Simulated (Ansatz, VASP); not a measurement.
## Ga: VASP beside Ansatz

```
Ga
1.0
     1.47033   -4.07225    0.01307
     1.42968    4.05775   -0.02757
    -0.01585   -0.01585    3.17000
Ga
2
Direct
  0.86700 0.13300 0.25000
  0.13300 0.86700 0.75000
```

Change from the starting cell: equal xy, yz and zx shear strains of -1 %, crystal datasets.

Alike in both runs: task electric field gradients; functional LDA; k mesh 12 × 12 × 10; occupations fermi-dirac, width 0.08 eV; no spin polarisation.

|  | VASP | Ansatz |
| --- | --- | --- |
| version | VASP 6.6.1 | Ansatz 0.2.0 |
| potentials or method | VASP PAW LDA potentials, release 64 (Ga_d), cutoff 520 eV | all-electron PAW with datasets made for the crystal, scalar-relativistic |

```csv
,VASP,Ansatz,Ansatz less VASP
pressure (GPa),-3.7,-3.8,-0.05
"traceless stress, the component that is largest in VASP (GPa)",-2.05,-2.05,+0.009
rms of the force components (eV/Å),0.105,0.103,-0.0018
size of Vzz on the site where it differs most (V/Å²),27.7,28.4,+0.73
```

LDA's correlation is that of Perdew and Zunger in VASP and of Perdew and Wang (1992) in Ansatz. Atom by atom the forces differ by 0.002 eV/Å (rms over components). Ansatz ran all-electron here, and VASP with PAW potentials. Ansatz's warnings: printed levels off.
